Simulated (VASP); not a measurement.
# AgH16O8F in VASP: a series of runs, part 2 of 2

VASP 6.6.1. Earlier steps stand in the parts before.

## 3. Single point, PBE+D3(BJ)

INCAR

```
SYSTEM = AgH16O8F
  ALGO = Normal
  EDIFF = 1E-6
  ENCUT = 520
  GGA = PE
  GGA_COMPAT = .False.
  ISIF = 2
  ISMEAR = -1
  IVDW = 12
  LASPH = .True.
  LCHARG = .False.
  LREAL = .False.
  LWAVE = .False.
  NBANDS = 60
  NELM = 120
  PREC = Accurate
  SIGMA = 0.02
```

KPOINTS

```
k-points
0
Gamma
  1 1 1
  0 0 0
```

POSCAR

```
AgH16O8F
1.0
    6.5731380000      0.0000000000      0.0000000000
    0.0000000000      6.5731380000      0.0000000000
    0.0000000000      0.0000000000      6.5731380000
O H Ag F
8 16 1 1
Direct
    0.3932976913      0.5671263862      0.9123039863
    0.2608799633      0.9921593005      0.6076549739
    0.7402704766      0.2431410994      0.2415284754
   -0.0595453800      0.4011326097      0.6893967539
    0.7178610886      0.6110627831      0.1256173231
    0.0495805808      0.7935479219      0.0600169964
    0.1873077973      0.3292947752      0.3194060432
    0.6140598296      0.7475729248      0.5493114552
    0.3862538714      0.4591566463      0.8056730286
    0.2498045834      0.6108954353      0.9372996581
    0.2992938837      1.1227970567      0.5455841639
    0.3755588275      0.8961168927      0.5939780969
    0.6332896099      0.2387596305      0.3437931776
    0.6975967947      0.1397049628      0.1539447369
   -0.2111168212      0.3896008269      0.6958016095
   -0.0120490396      0.3108560934      0.5704124879
    0.7330745224      0.4611952465      0.1293141875
    0.6010067033      0.6445323375      0.0368469367
    0.0536425677      0.9410269494      0.0903069432
   -0.0891355088      0.7415179782      0.0932431359
    0.3067484663      0.3907114075      0.2594651139
    0.1105560236      0.2674521667      0.2151331678
    0.5843479933      0.5838307366      0.5923046192
    0.6161440700      0.7217405142      0.4119493612
    0.9674374705      0.7809664121      0.5971881315
    0.5149747351      0.3819788965      0.5983747793
```

Potentials or basis: VASP PAW PBE potentials, release 64 (O, H, Ag, F).

Command:

```
cat potpaw_PBE.64/O/POTCAR potpaw_PBE.64/H/POTCAR potpaw_PBE.64/Ag/POTCAR potpaw_PBE.64/F/POTCAR > POTCAR
mpirun -np 1 vasp_gam > vasp.out
```

OUTCAR:

```text
SYSTEM = AgH16O8F
   EDIFF = 1E-6
   ENCUT = 520
   GGA = PE
   ISIF = 2
   ISMEAR = -1
   IVDW = 12
   LASPH = .True.
   LREAL = .False.
   NELM = 120
   PREC = Accurate
 IVDW          = 12

 ion  position               nearest neighbor table
   1  0.393  0.567  0.912-   9 1.00  10 1.00
   2  0.261  0.992  0.608-  11 0.98  12 0.99  25 2.38
   3  0.740  0.243  0.242-  14 0.93  13 0.97
   4  0.940  0.401  0.689-  15 1.00  16 1.03  25 2.58
   5  0.718  0.611  0.126-  18 0.99  17 0.99
   6  0.050  0.794  0.060-  19 0.99  20 1.00
   7  0.187  0.329  0.319-  22 0.94  21 0.97
   8  0.614  0.748  0.549-  24 0.92  23 1.13  25 2.35
   9  0.386  0.459  0.806-   1 1.00
  10  0.250  0.611  0.937-   1 1.00
  11  0.299  0.123  0.546-   2 0.98
  12  0.376  0.896  0.594-   2 0.99
  13  0.633  0.239  0.344-   3 0.97
  14  0.698  0.140  0.154-   3 0.93
[... 8 lines left out ...]
  23  0.584  0.584  0.592-   8 1.13
  24  0.616  0.722  0.412-   8 0.92
  25  0.967  0.781  0.597-   8 2.35   2 2.38   4 2.58
  26  0.515  0.382  0.598-

  LATTYP: Found a simple cubic cell.
 ALAT       =     6.5731380000

  Lattice vectors:

 A1 = (   6.5731380000,   0.0000000000,   0.0000000000)
 A2 = (   0.0000000000,   6.5731380000,   0.0000000000)
 A3 = (   0.0000000000,   0.0000000000,   6.5731380000)

Analysis of symmetry for initial positions (statically):
=====================================================================
 Subroutine PRICEL returns:
 Original cell was already a primitive cell.

 Routine SETGRP: Setting up the symmetry group for a
 simple cubic supercell.

 Subroutine GETGRP returns: Found  1 space group operations
 (whereof  1 operations were pure point group operations)
 out of a pool of 48 trial point group operations.

The static configuration has the point symmetry C_1 .

Analysis of symmetry for dynamics (positions and initial velocities):
=====================================================================
 Subroutine PRICEL returns:
 Original cell was already a primitive cell.

 Routine SETGRP: Setting up the symmetry group for a
 simple cubic supercell.

 Subroutine GETGRP returns: Found  1 space group operations
 (whereof  1 operations were pure point group operations)
 out of a pool of 48 trial point group operations.

The dynamic configuration has the point symmetry C_1 .

 Subroutine INISYM returns: Found  1 space group operations
 (whereof  1 operations are pure point group operations),
 and found     1 'primitive' translations

----------------------------------------------------------------------------------------

                                     Primitive cell

  volume of cell :     283.9999

  direct lattice vectors                    reciprocal lattice vectors
     6.573138000  0.000000000  0.000000000     0.152134338  0.000000000  0.000000000
     0.000000000  6.573138000  0.000000000     0.000000000  0.152134338  0.000000000
     0.000000000  0.000000000  6.573138000     0.000000000  0.000000000  0.152134338

  length of vectors
     6.573138000  6.573138000  6.573138000     0.152134338  0.152134338  0.152134338

  position of ions in fractional coordinates (direct lattice)
     0.393297691  0.567126386  0.912303986
     0.260879963  0.992159300  0.607654974
     0.740270477  0.243141099  0.241528475
     0.940454620  0.401132610  0.689396754
     0.717861089  0.611062783  0.125617323
     0.049580581  0.793547922  0.060016996
[... 18 lines left out ...]
     0.967437471  0.780966412  0.597188131
     0.514974735  0.381978897  0.598374779

  ion indices of the primitive-cell ions
   primitive index   ion index
                 1           1
                 2           2
                 3           3
                 4           4
                 5           5
                 6           6
[... 18 lines left out ...]
                25          25
                26          26

----------------------------------------------------------------------------------------

 KPOINTS: k-points

Automatic generation of k-mesh.
 Grid dimensions read from file:
 generate k-points for:    1    1    1

 Generating k-lattice:

  Cartesian coordinates                     Fractional coordinates (reciprocal lattice)
     0.152134338  0.000000000  0.000000000     1.000000000  0.000000000  0.000000000
     0.000000000  0.152134338  0.000000000     0.000000000  1.000000000  0.000000000
     0.000000000  0.000000000  0.152134338     0.000000000  0.000000000  1.000000000

  Length of vectors
     0.152134338  0.152134338  0.152134338

  Shift w.r.t. Gamma in fractional coordinates (k-lattice)
     0.000000000  0.000000000  0.000000000

 Subroutine IBZKPT returns following result:
 ===========================================

 Found      1 irreducible k-points:

 Following reciprocal coordinates:
            Coordinates               Weight
  0.000000  0.000000  0.000000      1.000000
   k-points           NKPTS =      1   k-points in BZ     NKDIM =      1   number of bands    NBANDS=     60
   number of dos      NEDOS =    301   number of ions     NIONS =     26
   total plane-waves  NPLWV = 125000
   dimension x,y,z NGX =    50 NGY =   50 NGZ =   50
   dimension x,y,z NGXF=   100 NGYF=  100 NGZF=  100
   ions per type =               8  16   1   1
   NGX,Y,Z   is equivalent  to a cutoff of  12.65, 12.65, 12.65 a.u.
   NGXF,Y,Z  is equivalent  to a cutoff of  25.29, 25.29, 25.29 a.u.
 SYSTEM =  AgH16O8F
   PREC   = accura    normal or accurate (medium, high low for compatibility)
   ISTART =      0    job   : 0-new  1-cont  2-samecut
   ICHARG =      2    charge: 1-file 2-atom 10-const
   ISPIN  =      1    spin polarized calculation?
   LNONCOLLINEAR =      F non collinear calculations
   LSORBIT =      F    spin-orbit coupling
   LASPH  =      T    aspherical Exc in radial PAW
   ENCUT  =  520.0 eV  38.22 Ry    6.18 a.u.  12.22 12.22 12.22*2*pi/ulx,y,z
   NELM   =    120;   NELMIN=  2; NELMDL= -5     # of ELM steps
   EDIFF  = 0.1E-05   stopping-criterion for ELM
   LREAL  =      F    real-space projection
   EDIFFG = 0.1E-04   stopping-criterion for IOM
   NSW    =      0    number of steps for IOM
   IBRION =     -1    ionic relax: 0-MD 1-quasi-New 2-CG
   NFREE  =      0    steps in history (QN), initial steepest desc. (CG)
   ISIF   =      2    stress and relaxation
   ISYM   =      2    0-nonsym 1-usesym 2-fastsym
   POTIM  = 0.5000    time-step for ionic-motion
   TEBEG  =    0.0;   TEEND  =   0.0 temperature during run
   PSTRESS=    0.0 pullay stress
   NELECT =      82.0000    total number of electrons
   NUPDOWN=      -1.0000    fix difference up-down
   EMIN   =  10.00;   EMAX   =-10.00  energy-range for DOS
   EFERMI =   0.00;   METHOD = LEGACY
   ISMEAR =    -1;   SIGMA  =   0.02  broadening in eV -4-tet -1-fermi 0-gaus
   EFERMI_NEDOS =   21; number of points for ismear=-14 and -15
   IALGO  =     38    algorithm
   IMIX   =      4    mixing-type and parameters
     AMIX     =   0.40;   BMIX     =  1.00
     AMIX_MAG =   1.60;   BMIX_MAG =  1.00
  volume/ion in A,a.u.               =      10.92        73.71
  Fermi-wavevector in a.u.,A,eV,Ry     =   1.082032  2.044744 15.929604  1.170793
  Thomas-Fermi vector in A             =   2.218063
   LORBIT       =      0    0 simple, 1 ext, 2 COOP (PROOUT), +10 PAW based schemes
   GGA     = PE    functional components
   LHFCALC =     F    Hartree Fock is set to
   AEXX    =    0.0000 exact exchange contribution
   IVDW    =    12    specifies the selected vdW correction
   LEPSILON=     F    determine dielectric tensor
   LRPA    =     F    only Hartree local field effects (RPA)
 non-spin polarized calculation
  energy-cutoff  :      520.00
  volume of cell :      284.00
 maximum number of plane-waves:      3845
 NGX is ok and might be reduce to    50
   NGX = 25   NGY = 25   NGZ = 25

 number of electron      81.9999996 magnetization

 Free energy of the ion-electron system (eV)
  ---------------------------------------------------
  ext. energy  EPLUGINS =         0.00000000
  ---------------------------------------------------
  free energy    TOTEN  =      -122.30123770 eV

  energy without entropy =     -122.30123770  energy(sigma->0) =     -122.30123770

 E-fermi :  -2.0692     XC(G=0):  -7.0410

 val. band max:       -2.5865727816   @ k =   0.0000   0.0000   0.0000
 cond. band min:       0.5105881117   @ k =   0.0000   0.0000   0.0000
 fundamental gap:      3.0971608933
 Fermi energy:        -2.0691766236

 k-point     1 :       0.0000    0.0000    0.0000
  band No.  band energies     occupation
      1     -23.1943      2.00000
      2     -22.9824      2.00000
      3     -22.1104      2.00000
      4     -21.5925      2.00000
      5     -21.4962      2.00000
      6     -21.3063      2.00000
[... 45 lines left out ...]
     52       6.8333      0.00000
     53       7.1269      0.00000
 [bands above 53 left out]

------------------------ aborting loop because EDIFF is reached ----------------------------------------

 Edisp (eV)   -1.12958

 E8    (eV) :    -0.2752

  FORCE on cell =-STRESS in cart. coord.  units (eV):
  Direction    XX          YY          ZZ          XY          YZ          ZX
  --------------------------------------------------------------------------------------
  -------------------------------------------------------------------------------------
  Total      -1.37478    -3.40083     2.72793     0.22238     0.34780     1.31902
  in kB      -7.75580   -19.18566    15.38951     1.25458     1.96208     7.44124
  external pressure =       -3.85 kB  Pullay stress =        0.00 kB

 VOLUME and BASIS-vectors are now :
 -----------------------------------------------------------------------------
  energy-cutoff  :      520.00
  volume of cell :      284.00
      direct lattice vectors                 reciprocal lattice vectors
     6.573138000  0.000000000  0.000000000     0.152134338  0.000000000  0.000000000
     0.000000000  6.573138000  0.000000000     0.000000000  0.152134338  0.000000000
     0.000000000  0.000000000  6.573138000     0.000000000  0.000000000  0.152134338

 POSITION                                       TOTAL-FORCE (eV/Angst)
 -----------------------------------------------------------------------------------
      2.58520      3.72780      5.99670        -1.733022     -0.227547      0.087081
      1.71480      6.52160      3.99420        -0.332736     -0.463327      0.189037
      4.86590      1.59820      1.58760         0.490517      0.369594      1.006241
      6.18174      2.63670      4.53150         0.068920     -0.910190     -1.179172
      4.71860      4.01660      0.82570        -0.000578      0.953726      0.193675
      0.32590      5.21610      0.39450         0.613529      1.322876     -0.121263
[... 18 lines left out ...]
      6.35910      5.13340      3.92540         0.142660      0.151368      0.186297
      3.38500      2.51080      3.93320         0.537824     -0.144676     -0.212196
 -----------------------------------------------------------------------------------
    total drift:                               -0.000320      0.000714     -0.001067

  FREE ENERGIE OF THE ION-ELECTRON SYSTEM (eV)
  ---------------------------------------------------
  free  energy   TOTEN  =      -123.4308191367 eV

  energy  without entropy=     -123.4308191367  energy(sigma->0) =     -123.43081914
```

Run time: 29 s. Hardware: 1 thread of Intel Xeon Platinum 8488C (Sapphire Rapids), shared host; peak memory 0.35 GiB.

Results:

```
Free energy                : -123.4308 eV
Pressure                   : -0.4 GPa
Largest force              : 3.872 eV/Å
Dispersion energy per atom : -0.043 eV
```

Forces in eV/Å, atoms in the order of the input:
```
O   -1.733 -0.228  0.087
O   -0.333 -0.463  0.189
O    0.491  0.370  1.006
O    0.069 -0.910 -1.179
O   -0.001  0.954  0.194
O    0.614  1.323 -0.121
O    0.623  0.239  1.474
O    0.001 -1.197  3.627
H    0.440  0.469  0.087
H    0.829  0.118  0.072
H   -0.160 -0.201 -0.084
H    0.319  0.247  0.029
H   -0.062  0.594  0.904
H   -0.383 -1.683 -1.660
H    0.665 -0.268 -0.374
H   -0.706  1.434  1.463
H   -0.168  0.273  0.239
H   -0.122 -0.625 -0.099
H    0.037 -0.997 -0.242
H   -0.339 -0.410  0.038
H    0.054  0.250 -0.249
H   -0.781 -0.364 -1.217
H   -0.279  1.389 -0.307
H    0.245 -0.321 -3.851
Ag   0.143  0.151  0.186
F    0.538 -0.145 -0.212
```

Caveat: the k points lie up to 0.96 Å⁻¹ apart; the atoms stand as in a frame of molecular dynamics.

## 4. Single point, PBE+D3(BJ)

INCAR

```
PREC = Accurate ; ENCUT = 520
EDIFF = 1E-6 ; ISMEAR = -1
SIGMA = 0.02 ; LREAL = False
LASPH = True ; NELM = 120
ALGO = Normal ; ISIF = 2
LWAVE = False ; LCHARG = False
GGA = PE ; IVDW = 12
NBANDS = 60 ; GGA_COMPAT = False
```

KPOINTS

```
Automatic mesh
0
Gamma
  1 1 1
```

POSCAR

```
AgH16O8F
1.0
    6.5731380000      0.0000000000      0.0000000000
    0.0000000000      6.5731380000      0.0000000000
    0.0000000000      0.0000000000      6.5731380000
O H Ag F
8 16 1 1
Direct
    0.3793469725      0.5485203566      0.9246268677
    0.2681671981      1.0018806847      0.5969903568
    0.7421113021      0.2478572639      0.2648963098
   -0.0607016010      0.4145812852      0.7060706774
    0.7332266567      0.6018890825      0.1124272760
    0.0685973731      0.7972143594      0.0736938735
    0.1743459517      0.3251110809      0.3207448254
    0.6172850775      0.7425524917      0.5487333447
    0.3954275720      0.4907397350      0.7787908910
    0.2670870443      0.6330309815      0.9344091057
    0.2453166205      1.1196783028      0.5159027545
    0.4068680743      0.9551906563      0.5728922776
    0.6082787247      0.2716662879      0.3194212566
    0.7552861358      0.1250544261      0.1899549348
   -0.2152700887      0.4207579394      0.6952539259
   -0.0310201916      0.3258869660      0.5885012607
    0.7658442589      0.4596586897      0.1405721286
    0.5961688314      0.5708688909      0.0277797302
    0.1092020280      0.9219949437      0.1313527877
   -0.0692211239      0.7392663900      0.1156373105
    0.2897550607      0.3896008269      0.2543229733
    0.0738916481      0.3278190721      0.2179476530
    0.5999113361      0.5998048421      0.6041863110
    0.6348870205      0.7068009222      0.3990940096
    0.9678634467      0.7818487912      0.5895357742
    0.5175153785      0.3866950610      0.6056468007
```

Command:

```
cat potpaw_PBE.64/O/POTCAR potpaw_PBE.64/H/POTCAR potpaw_PBE.64/Ag/POTCAR potpaw_PBE.64/F/POTCAR > POTCAR
mpirun -np 1 vasp_gam > vasp.out
```

Wall time 29 s (1 thread of Intel Xeon Platinum 8488C (Sapphire Rapids), shared host); peak memory 0.34 GiB.

It converged, with:

* Free energy: -123.2170 eV
* Pressure: 0.0 GPa
* Largest force: 3.654 eV/Å
* Dispersion energy per atom: -0.044 eV

Forces on the atoms (eV/Å):
```
O    2.561 -2.393 -1.033
O   -0.719 -1.397  0.828
O    1.124  0.409  0.336
O   -1.378 -0.042 -0.624
O   -2.046  0.045 -0.944
O   -0.580 -1.578 -0.821
O    1.094 -0.162  0.807
O    1.031  0.414 -1.646
H    0.020  0.028  1.119
H   -2.343  1.908  0.420
H   -0.049  1.246 -0.849
H    0.148 -0.405  0.048
H   -0.496 -0.326  0.613
H   -0.501 -1.036 -0.471
H    1.074 -0.474  0.237
H    0.213  0.461  0.310
H    0.436 -0.309  0.492
H    0.992  1.322  0.706
H    0.083  1.236  0.811
H    0.505  0.503 -0.415
H    0.054  0.223  0.064
H   -1.189  0.013 -0.954
H   -0.744 -0.189 -0.221
H   -0.245  0.348  0.914
Ag   0.611  0.188  0.343
F    0.346 -0.034 -0.070
```

Stress tensor (GPa, compression positive):
```
-0.42 -1.69 -0.16
-1.69  2.54 -1.43
-0.16 -1.43 -2.05
```

Levels at points of the mesh, in eV from the Fermi level:
```tsv
k point	band 38	band 39	band 40	band 41	band 42	band 43	band 44	band 45
(0.00, 0.00, 0.00)	-1.26	-1.20	-1.06	-0.57	2.53	4.96	6.29	6.62
```

Caveat: the k points lie up to 0.96 Å⁻¹ apart; the atoms stand as in a frame of molecular dynamics.

## 5. Overview

```tsv
cell	pressure (GPa)	largest force (eV/Å)
as given, atomic positions A	-1.8	3.43
as given, atomic positions B	-0.4	3.87
as given, atomic positions C	0.0	3.65
```

Alike in all rows: task single point; level PBE+D3(BJ); potentials or basis VASP PAW PBE potentials, release 64 (O, H, Ag, F); no spin polarisation; k mesh 1 × 1 × 1; cutoff (eV) 520; smearing fermi-dirac 0.02 eV.

Caveats: all runs use coarse meshes; the atoms stand as in a frame of molecular dynamics.

Absolute energies hang on the potentials; compare differences alone.
